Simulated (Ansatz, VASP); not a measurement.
## BAs: VASP beside Ansatz

The input INCAR:

```
SYSTEM = BAs
  PREC = Accurate
  ENCUT = 500
  EDIFF = 1E-6
  ISMEAR = 0
  SIGMA = 0.02
  LREAL = .False.
  LASPH = .True.
  NELM = 120
  ALGO = Normal
  ISIF = 2
  LWAVE = .False.
  LCHARG = .False.
  GGA = CA
  NBANDS = 11
  GGA_COMPAT = .False.
```

Contents of KPOINTS:

```
Automatic mesh
0
Gamma
  10 10 10
  0 0 0
```

Contents of POSCAR:

```
BAs
1.0
    0.0000000000      2.3659693683      2.3659693683
    2.3659693683      0.0000000000      2.3659693683
    2.3659693683      2.3659693683      0.0000000000
B As
1 1
Direct
    0.0000000000      0.0000000000      0.0000000000
    0.2500000000      0.2500000000      0.2500000000
```

Input for Ansatz:

```yaml
crystal:
  lattice:
    - [0.0, 2.3659693683, 2.3659693683]
    - [2.3659693683, 0.0, 2.3659693683]
    - [2.3659693683, 2.3659693683, 0.0]
  atoms:
    - { symbol: B, position: [0.0, 0.0, 0.0] }
    - { symbol: As, position: [0.25, 0.25, 0.25] }
basis:
  ecutwfc: 420
kpoints:
  mp_grid: { grid: [10, 10, 10] }
  band_path:
    path:
      - [[0.0, 0.0, 0.0], [-0.5, -0.5, 0.0], [-0.375, -0.375, 0.25]]
      - [[-0.375, 0.0, 0.375], [0.0, 0.0, 0.0], [0.0, 0.0, 0.5], [-0.5, -0.25, 0.25], [-0.5, -0.5, 0.0]]
    npoints: 10
hamiltonian:
  xc: lda
  pseudopotentials: { kind: paw, azcp: { folder: soft_1 } }
scf:
  occupations: { method: gaussian, width: 0.02 }
  n_extra_bands: 7
output:
  forces: true
  stress: true
  eigenvalues: true
  write_density: true
  write_potential: true
  elf: true
  volumetric_format: npy
```

Alike in both runs: task single point; functional LDA; k mesh 10 × 10 × 10; occupations gaussian, width 0.02 eV; no spin polarisation.

```csv
,VASP,Ansatz
version,VASP 6.6.1,Ansatz 0.2.0
potentials or method,"VASP PAW LDA potentials, release 64 (B, As), cutoff 500 eV","scalar-relativistic, plane waves, PAW"
valence electrons in the cell,8,18
```

|  | VASP | Ansatz | Ansatz less VASP |
| --- | --- | --- | --- |
| gap on the k mesh at the Fermi level (eV) | 1.10 | 1.11 | +0.009 |
| least direct gap on the mesh (eV) | 3.29 | 3.29 | +0.003 |
| pressure (GPa) | 1.0 | 0.0 | -1.00 |

Ansatz warns that its potentials were made for another functional, while VASP's fit it. LDA's correlation is that of Perdew and Zunger in VASP and of Perdew and Wang (1992) in Ansatz. VASP's potentials hold 8 valence electrons a cell and Ansatz's 18, so a difference there can come from the potentials and not from the codes.
